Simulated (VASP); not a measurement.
# CaSiH6 (R-3) in VASP: further runs

Runs on CaSiH6. Level: r2SCAN+rVV10. Tasks: single point, relaxation of cell and atoms.

Everything below comes from runs of VASP 6.6.1. Logs are shortened: lines on timing, memory, paths and dates and some standing lists are left out, and cuts for length are marked.

### Step 1. The cell of the first run

The structure is trigonal, space group R-3 (No. 148). The conventional cell has a = 6.301 Å, b = 6.301 Å, c = 5.879 Å, α = 90.00°, β = 90.00°, γ = 120.00°. Within 3.1 Å of Ca (site symmetry -3) lie 12 H at 2.36 to 2.39 Å and 2 Si at 2.94 Å. Si (site symmetry -3) has 6 H at 1.59 Å within 2.1 Å. H (site symmetry 1) has 1 Si at 1.59 Å within 2.1 Å.

### Step 2. Single point, r2SCAN+rVV10

POSCAR reads:

```
CaSiH6
1.0
    3.1505878367      1.8189927342      1.9596256760
   -3.1505878367      1.8189927342      1.9596256760
    0.0000000000     -3.6379854726      1.9596256721
Ca Si H
1 1 6
Direct
    0.0000000000      0.0000000000      0.0000000000
    0.5000000000      0.5000000000      0.5000000000
    0.5684504250      0.2563286123      0.1910077290
    0.2563286123      0.1910077290      0.5684504250
    0.8089922710      0.4315495750      0.7436713877
    0.7436713877      0.8089922710      0.4315495750
    0.4315495750      0.7436713877      0.8089922710
    0.1910077290      0.5684504250      0.2563286123
```

INCAR.step1 reads:

```
SYSTEM = CaSiH6
PREC = Accurate
ENCUT = 520
ISMEAR = -1
SIGMA = 0.03
LREAL = .False.
LASPH = .True.
NELM = 100
NBANDS = 20
GGA = PE
ALGO = Normal
EDIFF = 1E-4
LWAVE = .True.
LCHARG = .False.
```

INCAR.step2 reads:

```
SYSTEM = CaSiH6
PREC = Accurate
ENCUT = 520
EDIFF = 1E-6
ISMEAR = -1
SIGMA = 0.03
LREAL = .False.
LASPH = .True.
NELM = 100
ALGO = Normal
ISIF = 2
LWAVE = .False.
LCHARG = .True.
METAGGA = R2SCAN
LMIXTAU = .True.
LUSE_VDW = .True.
IVDW_NL = 2
BPARAM = 11.95
CPARAM = 0.0093
LELF = .True.
LVHAR = .True.
NBANDS = 20
ISTART = 1
```

KPOINTS reads:

```
regular mesh
0
Gamma
  8 8 8
  0 0 0
```

Potentials or basis: VASP PAW PBE potentials, release 64 (Ca_sv, Si, H).

The run is started by

```console
$ cat potpaw_PBE.64/Ca_sv/POTCAR potpaw_PBE.64/Si/POTCAR potpaw_PBE.64/H/POTCAR > POTCAR
$ cp INCAR.step1 INCAR
$ mpirun -np 1 vasp_std > vasp.out
$ cp INCAR.step2 INCAR
$ mpirun -np 1 vasp_std > vasp.out
```

OUTCAR:

```text
SYSTEM = CaSiH6
   PREC = Accurate
   ENCUT = 520
   EDIFF = 1E-6
   ISMEAR = -1
   LREAL = .False.
   LASPH = .True.
   NELM = 100
   ISIF = 2
   METAGGA = R2SCAN
   IVDW_NL = 2
   BPARAM = 11.95
   ISTART = 1

 ion  position               nearest neighbor table
   1  0.000  0.000  0.000-   2 2.94   2 2.94
   2  0.500  0.500  0.500-   4 1.59   6 1.59   3 1.59   7 1.59   5 1.59   8 1.59   1 2.94   1 2.94

   3  0.568  0.256  0.191-   2 1.59
   4  0.256  0.191  0.568-   2 1.59
   5  0.809  0.432  0.744-   2 1.59
   6  0.744  0.809  0.432-   2 1.59
   7  0.432  0.744  0.809-   2 1.59
   8  0.191  0.568  0.256-   2 1.59

  LATTYP: Found a trigonal (rhomboedric) cell.
 ALAT       =     4.1321993023
 COS(alpha) =    -0.1626544538

  Lattice vectors:

 A1 = (   3.1505878367,   1.8189927342,   1.9596256760)
 A2 = (  -3.1505878367,   1.8189927342,   1.9596256760)
 A3 = (   0.0000000000,  -3.6379854726,   1.9596256721)

Analysis of symmetry for initial positions (statically):
=====================================================================
 Subroutine PRICEL returns:
 Original cell was already a primitive cell.

 Routine SETGRP: Setting up the symmetry group for a
 trigonal (rhombohedral) supercell.

 Subroutine GETGRP returns: Found  6 space group operations
 (whereof  6 operations were pure point group operations)
 out of a pool of 12 trial point group operations.

The static configuration has the point symmetry S_6 .

Analysis of symmetry for dynamics (positions and initial velocities):
=====================================================================
 Subroutine PRICEL returns:
 Original cell was already a primitive cell.

 Routine SETGRP: Setting up the symmetry group for a
 trigonal (rhombohedral) supercell.

 Subroutine GETGRP returns: Found  6 space group operations
 (whereof  6 operations were pure point group operations)
 out of a pool of 12 trial point group operations.

The dynamic configuration has the point symmetry S_6 .

 Subroutine INISYM returns: Found  6 space group operations
 (whereof  6 operations are pure point group operations),
 and found     1 'primitive' translations

----------------------------------------------------------------------------------------

                                     Primitive cell

  volume of cell :      67.3825

  direct lattice vectors                    reciprocal lattice vectors
     3.150587837  1.818992734  1.959625676     0.158700543  0.091625801  0.170100513
    -3.150587837  1.818992734  1.959625676    -0.158700543  0.091625801  0.170100513
     0.000000000 -3.637985473  1.959625672     0.000000000 -0.183251602  0.170100513

  length of vectors
     4.132199302  4.132199302  4.132199302     0.250030667  0.250030667  0.250030667

  position of ions in fractional coordinates (direct lattice)
     0.000000000  0.000000000  0.000000000
     0.500000000  0.500000000  0.500000000
     0.568450425  0.256328612  0.191007729
     0.256328612  0.191007729  0.568450425
     0.808992271  0.431549575  0.743671388
     0.743671388  0.808992271  0.431549575
     0.431549575  0.743671388  0.808992271
     0.191007729  0.568450425  0.256328612

  ion indices of the primitive-cell ions
   primitive index   ion index
                 1           1
                 2           2
                 3           3
                 4           4
                 5           5
                 6           6
                 7           7
                 8           8

----------------------------------------------------------------------------------------

 KPOINTS: regular mesh

Automatic generation of k-mesh.
 Grid dimensions read from file:
 generate k-points for:    8    8    8

 Generating k-lattice:

  Cartesian coordinates                     Fractional coordinates (reciprocal lattice)
     0.019837568  0.011453225  0.021262564     0.125000000 -0.000000000  0.000000000
    -0.019837568  0.011453225  0.021262564    -0.000000000  0.125000000  0.000000000
     0.000000000 -0.022906450  0.021262564     0.000000000  0.000000000  0.125000000

  Length of vectors
     0.031253833  0.031253833  0.031253833

  Shift w.r.t. Gamma in fractional coordinates (k-lattice)
     0.000000000  0.000000000  0.000000000

 Subroutine IBZKPT returns following result:
 ===========================================

 Found     90 irreducible k-points:

 Following reciprocal coordinates:
            Coordinates               Weight
  0.000000  0.000000  0.000000      1.000000
  0.125000 -0.000000  0.000000      6.000000
  0.250000 -0.000000  0.000000      6.000000
  0.375000 -0.000000  0.000000      6.000000
  0.500000 -0.000000  0.000000      3.000000
  0.125000  0.125000  0.000000      6.000000
[... 16 lines left out ...]
 -0.375000  0.250000  0.000000      6.000000
  0.375000  0.000000 -0.250000      6.000000
 [... further k-points ...]
   k-points           NKPTS =     90   k-points in BZ     NKDIM =     90   number of bands    NBANDS=     20
   number of dos      NEDOS =    301   number of ions     NIONS =      8
   total plane-waves  NPLWV =  32768
   dimension x,y,z NGX =    32 NGY =   32 NGZ =   32
   dimension x,y,z NGXF=    64 NGYF=   64 NGZF=   64
   ions per type =               1   1   6
   NGX,Y,Z   is equivalent  to a cutoff of  12.87, 12.87, 12.87 a.u.
   NGXF,Y,Z  is equivalent  to a cutoff of  25.75, 25.75, 25.75 a.u.
 SYSTEM =  CaSiH6
   PREC   = accura    normal or accurate (medium, high low for compatibility)
   ISTART =      1    job   : 0-new  1-cont  2-samecut
   ICHARG =      0    charge: 1-file 2-atom 10-const
   ISPIN  =      1    spin polarized calculation?
   LNONCOLLINEAR =      F non collinear calculations
   LSORBIT =      F    spin-orbit coupling
   LASPH  =      T    aspherical Exc in radial PAW
   ENCUT  =  520.0 eV  38.22 Ry    6.18 a.u.   7.68  7.68  7.68*2*pi/ulx,y,z
   NELM   =    100;   NELMIN=  2; NELMDL=  0     # of ELM steps
   EDIFF  = 0.1E-05   stopping-criterion for ELM
   LREAL  =      F    real-space projection
   EDIFFG = 0.1E-04   stopping-criterion for IOM
   NSW    =      0    number of steps for IOM
   IBRION =     -1    ionic relax: 0-MD 1-quasi-New 2-CG
   NFREE  =      0    steps in history (QN), initial steepest desc. (CG)
   ISIF   =      2    stress and relaxation
   ISYM   =      2    0-nonsym 1-usesym 2-fastsym
   POTIM  = 0.5000    time-step for ionic-motion
   TEBEG  =    0.0;   TEEND  =   0.0 temperature during run
   PSTRESS=    0.0 pullay stress
   NELECT =      20.0000    total number of electrons
   NUPDOWN=      -1.0000    fix difference up-down
   EMIN   =  10.00;   EMAX   =-10.00  energy-range for DOS
   EFERMI =   0.00;   METHOD = LEGACY
   ISMEAR =    -1;   SIGMA  =   0.03  broadening in eV -4-tet -1-fermi 0-gaus
   EFERMI_NEDOS =   21; number of points for ismear=-14 and -15
   IALGO  =     38    algorithm
   IMIX   =      4    mixing-type and parameters
     AMIX     =   0.40;   BMIX     =  1.00
     AMIX_MAG =   1.60;   BMIX_MAG =  1.00
  volume/ion in A,a.u.               =       8.42        56.84
  Fermi-wavevector in a.u.,A,eV,Ry     =   1.092033  2.063644 16.225445  1.192537
  Thomas-Fermi vector in A             =   2.228291
   LORBIT       =      0    0 simple, 1 ext, 2 COOP (PROOUT), +10 PAW based schemes
   METAGGA = R2SCAN    functional components
   LHFCALC =     F    Hartree Fock is set to
   AEXX    =    0.0000 exact exchange contribution
   IVDW_NL    =     2    kernel type
   BPARAM     =11.9500
   IVDW    =     0    specifies the selected vdW correction
   LEPSILON=     F    determine dielectric tensor
   LRPA    =     F    only Hartree local field effects (RPA)
 non-spin polarized calculation
  energy-cutoff  :      520.00
  volume of cell :       67.38
 maximum number of plane-waves:      1832
   NGX = 15   NGY = 15   NGZ = 15

 number of electron      19.9999992 magnetization

 Free energy of the ion-electron system (eV)
  ---------------------------------------------------
  ext. energy  EPLUGINS =         0.00000000
  ---------------------------------------------------
  free energy    TOTEN  =       -37.95767320 eV

  energy without entropy =      -37.95767320  energy(sigma->0) =      -37.95767320

 E-fermi :   2.4907     XC(G=0):  -9.7732

 val. band max:        1.7537227235   @ k =   0.2500   0.1250   0.1250
 cond. band min:       3.9669076694   @ k =   0.0000   0.0000   0.0000
 fundamental gap:      2.2131849458
 Fermi energy:         2.4906593814

 k-point     1 :       0.0000    0.0000    0.0000
  band No.  band energies     occupation
      1     -39.5132      2.00000
      2     -19.7013      2.00000
      3     -19.6263      2.00000
      4     -19.6263      2.00000
      5      -8.7688      2.00000
      6      -1.8049      2.00000
[... 12 lines left out ...]
     19      11.4151      0.00000
     20      11.4151      0.00000

 k-point     2 :       0.1250   -0.0000    0.0000
  band No.  band energies     occupation
      1     -39.5128      2.00000
      2     -19.7044      2.00000
      3     -19.6331      2.00000
      4     -19.6258      2.00000
      5      -8.6537      2.00000
      6      -2.1930      2.00000
[... 12 lines left out ...]
     19      11.2811      0.00000
     20      12.0968      0.00000
[... 465 lines left out ...]
      3     -19.6721      2.00000
      4     -19.6319      2.00000
      5      -7.8325      2.00000
      6      -3.5362      2.00000
[... 12 lines left out ...]
     19      11.7863      0.00000
     20      12.1707      0.00000

 k-point    24 :       0.3750    0.0000   -0.2500
  band No.  band energies     occupation
      1     -39.5094      2.00000
      2     -19.7235      2.00000
      3     -19.6727      2.00000
      4     -19.6316      2.00000
      5      -7.8333      2.00000
      6      -3.5286      2.00000
[... 12 lines left out ...]
     19      11.6459      0.00000
     20      11.9500      0.00000

 [... further k-points ...]

------------------------ aborting loop because EDIFF is reached ----------------------------------------

  FORCE on cell =-STRESS in cart. coord.  units (eV):
  Direction    XX          YY          ZZ          XY          YZ          ZX
  --------------------------------------------------------------------------------------
  -------------------------------------------------------------------------------------
  Total       -0.0571660     -0.0571660      0.0496138      0.0000000     -0.0000000      0.0000000
  in kB       -1.3592572     -1.3592572      1.1796844      0.0000007     -0.0000000      0.0000000
  external PRESSURE =      -0.5129433 kB  Pullay stress =       0.0000000 kB

 VOLUME and BASIS-vectors are now :
 -----------------------------------------------------------------------------
  energy-cutoff  :      520.00
  volume of cell :       67.38
      direct lattice vectors                 reciprocal lattice vectors
     3.150587837  1.818992734  1.959625676     0.158700543  0.091625801  0.170100513
    -3.150587837  1.818992734  1.959625676    -0.158700543  0.091625801  0.170100513
     0.000000000 -3.637985473  1.959625672     0.000000000 -0.183251602  0.170100513

 POSITION                                       TOTAL-FORCE (eV/Angst)
 -----------------------------------------------------------------------------------
      0.00000      0.00000      0.00000         0.000000     -0.000000     -0.000000
      0.00000     -0.00000      2.93944         0.000000     -0.000000     -0.000000
      0.98337      0.80538      1.99056        -0.007691     -0.004680      0.013048
      0.20580     -1.25431      1.99056        -0.000207      0.009000      0.013048
      1.18917     -0.44893      3.88832        -0.007898      0.004320     -0.013048
     -0.20580      1.25431      3.88832         0.000207     -0.009000     -0.013048
     -0.98337     -0.80538      3.88832         0.007691      0.004680     -0.013048
     -1.18917      0.44893      1.99056         0.007898     -0.004320      0.013048
 -----------------------------------------------------------------------------------
    total drift:                                0.000000      0.000000      0.000000

  FREE ENERGIE OF THE ION-ELECTRON SYSTEM (eV)
  ---------------------------------------------------
  free  energy   TOTEN  =       -37.9576732029 eV

  energy  without entropy=      -37.9576732029  energy(sigma->0) =      -37.95767320
```

Wall time 9.4 min (1 thread of Oxide Virtual Turin-like, shared host); peak memory 0.36 GiB.

What came out:

* Free energy: -37.9577 eV
* Pressure: -0.1 GPa
* Largest force: 0.016 eV/Å
* Band gap on the k mesh: 2.21 eV (least direct gap 3.31 eV)

Forces on the atoms (eV/Å):
```
Ca   0.000  0.000  0.000
Si   0.000  0.000  0.000
H   -0.008 -0.005  0.013
H    0.000  0.009  0.013
H   -0.008  0.004 -0.013
H    0.000 -0.009 -0.013
H    0.008  0.005 -0.013
H    0.008 -0.004  0.013
```

Levels at points of the mesh, in eV from the valence-band top:
```csv
k point,band 7,band 8,band 9,band 10,band 11,band 12,band 13,band 14
"(0.00, 0.00, 0.00)",-3.15,-3.15,-1.49,-1.49,2.21,4.90,4.90,5.89
"(0.50, 0.00, 0.00)",-3.76,-3.36,-0.55,-0.05,4.39,4.83,5.02,5.44
"(0.50, 0.50, 0.00)",-4.86,-2.75,-2.72,-0.48,3.66,5.33,6.29,6.36
"(0.50, 0.50, 0.50)",-4.58,-4.58,-2.54,-2.54,5.14,6.13,6.22,6.22
```

Caveat: the PAW data sets were made with another functional, which shifts forces and pressure a little. A k mesh can miss the band edges.

### Step 3. Relaxation of cell and atoms, r2SCAN+rVV10

This run uses another cell than the first one, of 8.17 Å³/atom.

POSCAR reads:

```
CaSiH6
1.0
    3.1148030780      1.7983323942      1.9456622997
   -3.1148030780      1.7983323942      1.9456622997
    0.0000000000     -3.5966647925      1.9456622959
Ca Si H
1 1 6
Direct
    0.0000000000      0.0000000000      0.0000000000
    0.5000000000      0.5000000000      0.5000000000
    0.5664507805      0.2714372716      0.1692261564
    0.2714372716      0.1692261564      0.5664507805
    0.8307738436      0.4335492195      0.7285627284
    0.7285627284      0.8307738436      0.4335492195
    0.4335492195      0.7285627284      0.8307738436
    0.1692261564      0.5664507805      0.2714372716
```

INCAR.step1 reads:

```
SYSTEM = CaSiH6
ALGO = Normal
EDIFF = 1E-4
ENCUT = 600
GGA = PE
ISMEAR = -1
LASPH = .True.
LCHARG = .False.
LREAL = .False.
LWAVE = .True.
NELM = 80
PREC = Accurate
SIGMA = 0.03
```

INCAR.step2 reads:

```
SYSTEM = CaSiH6
ALGO = Normal
BPARAM = 11.95
CPARAM = 0.0093
EDIFF = 1E-7
EDIFFG = -0.01
ENCUT = 600
IBRION = 2
ISIF = 3
ISMEAR = -1
ISTART = 1
IVDW_NL = 2
LASPH = .True.
LCHARG = .False.
LMIXTAU = .True.
LREAL = .False.
LUSE_VDW = .True.
LWAVE = .False.
METAGGA = R2SCAN
NELM = 80
NSW = 100
PREC = Accurate
SIGMA = 0.03
```

KPOINTS reads:

```
k-points
0
Gamma
  6 6 6
  0 0 0
```

Potentials or basis: VASP PAW PBE potentials, release 64 (Ca_sv, Si, H).

The run is started by

```console
$ cat potpaw_PBE.64/Ca_sv/POTCAR potpaw_PBE.64/Si/POTCAR potpaw_PBE.64/H/POTCAR > POTCAR
$ cp INCAR.step1 INCAR
$ mpirun -np 1 vasp_std > vasp.out
$ cp INCAR.step2 INCAR
$ mpirun -np 1 vasp_std > vasp.out
```

Run time: 85 min. Hardware: 1 thread of Oxide Virtual Turin-like, shared host; peak memory 0.41 GiB.

Results (log left out):

```yaml
Free_energy: -37.9624 eV
Relaxed_volume: 8.44 Å³/atom
Relaxed_cell: a = 4.133 Å, b = 4.133 Å, c = 4.133 Å, α = 99.27°, β = 99.27°, γ = 99.27°
Space_group_after_relaxing_to_0.1_Å: R-3 (No. 148)
Energy_gained_by_relaxing: 4.1 meV/atom
Ionic_steps: 16
Pressure_after_relaxing: 0.0 GPa
Largest_force_after_relaxing: 0.004 eV/Å
Band_gap_on_the_k_mesh: 2.24 eV (least direct gap 3.50 eV)
```

Forces on the atoms (eV/Å):
```
Ca   0.000  0.000  0.000
Si   0.000  0.000  0.000
H    0.000 -0.001 -0.004
H   -0.001  0.000 -0.004
H   -0.001 -0.001  0.004
H    0.001  0.000  0.004
H    0.000  0.001  0.004
H    0.001  0.001 -0.004
```

The path:
| step | energy change (eV) | largest force (eV/Å) | pressure (GPa) | volume (Å³) |
| --- | --- | --- | --- | --- |
| 1 | 0.0000 | 0.2808 | -0.14 | 65.39 |
| 2 | -0.0155 | 0.1012 | 0.85 | 65.32 |
| 3 | -0.0174 | 0.0362 | 1.36 | 65.29 |
| 4 | -0.0225 | 0.0363 | 0.72 | 65.99 |
| 5 | -0.0248 | 0.0370 | -0.07 | 66.92 |
| 6 | -0.0256 | 0.0316 | -0.07 | 66.98 |
| 7 | -0.0261 | 0.0350 | -0.08 | 67.09 |
| 8 | -0.0269 | 0.0324 | -0.05 | 67.08 |
| 9 | -0.0289 | 0.0251 | 0.03 | 67.05 |
| 10 | -0.0314 | 0.0124 | 0.16 | 67.00 |
| 11 | -0.0317 | 0.0294 | 0.32 | 66.88 |
| 12 | -0.0323 | 0.0146 | 0.27 | 66.92 |
| 13 | -0.0329 | 0.0248 | -0.27 | 67.66 |
| 14 | -0.0329 | 0.0221 | -0.14 | 67.48 |
| 15 | -0.0317 | 0.0769 | 0.39 | 67.57 |
| 16 | -0.0331 | 0.0043 | -0.01 | 67.50 |

Final structure:
```xyz
8
Lattice="3.1492 1.8182 1.9648 -3.1492 1.8182 1.9648 0.0000 -3.6364 1.9648" Properties=species:S:1:pos:R:3 pbc="T T T"
Ca    0.0000    0.0000    0.0000
Si    0.0000    0.0000    2.9471
H     0.9773    0.8131    2.0000
H     0.2155   -1.2529    2.0000
H     1.1928   -0.4398    3.8943
H    -0.2155    1.2529    3.8943
H    -0.9773   -0.8131    3.8943
H    -1.1928    0.4398    2.0000
```

Levels at points of the mesh, in eV from the valence-band top:
| k point | band 7 | band 8 | band 9 | band 10 | band 11 | band 12 | band 13 | band 14 |
| --- | --- | --- | --- | --- | --- | --- | --- | --- |
| (0.00, 0.00, 0.00) | -3.14 | -3.14 | -1.46 | -1.46 | 2.24 | 4.91 | 4.91 | 5.88 |
| (0.50, 0.00, 0.00) | -3.74 | -3.33 | -0.54 | -0.04 | 4.38 | 4.85 | 5.00 | 5.45 |
| (0.50, 0.50, 0.00) | -4.85 | -2.74 | -2.69 | -0.47 | 3.68 | 5.32 | 6.29 | 6.37 |
| (0.50, 0.50, 0.50) | -4.57 | -4.57 | -2.51 | -2.51 | 5.14 | 6.14 | 6.23 | 6.23 |

Caveat: the PAW data sets were made with another functional, which shifts forces and pressure a little. A k mesh can miss the band edges.
